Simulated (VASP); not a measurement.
GaP, 2 atoms in the cell. It takes space group F-43m (No. 216, cubic). Conventional cell: a = 5.410 Å, b = 5.410 Å, c = 5.410 Å, α = 90.00°, β = 90.00°, γ = 90.00°. Within 3.1 Å of Ga (site symmetry -43m) lie 4 P at 2.34 Å. P (site symmetry -43m) has 4 Ga at 2.34 Å within 3.1 Å.  This cell differs from its parent crystal: volume scaled by 0.97.

* Program: VASP 6.6.1
* Task: single point
* Functional: HSE06
* Potentials or basis: VASP PAW PBE potentials, release 64 (Ga_d, P)
* Cutoff: 520 eV
* k mesh: 6 × 6 × 6
* Occupations: gaussian, width 0.02 eV
* Spin: no spin polarisation
* Dipole correction: no
* Grid for exact exchange (PRECFOCK): Normal
* Further INCAR settings: ALGO = Normal; EDIFF = 1e-06; NBANDS = 16
* Screening parameter: 0.2079 1/Å

Potentials or basis: VASP PAW PBE potentials, release 64 (Ga_d, P).

Run with:

```sh
$ cat potpaw_PBE.64/Ga_d/POTCAR potpaw_PBE.64/P/POTCAR > POTCAR
$ cp INCAR.step1 INCAR
$ mpirun -np 1 vasp_std > vasp.out
$ cp INCAR.step2 INCAR
$ mpirun -np 1 vasp_std > vasp.out
```

Hardware: 1 thread of AMD EPYC 7R43 64-Core Processor (Zen 3) (shared host).

Q: Estimate the wall time of this run.

A: Run time: 48 min on 1 thread of AMD EPYC 7R43 64-Core Processor (Zen 3), with other jobs on the host, peak memory 0.24 GiB. Counts: k points 16.
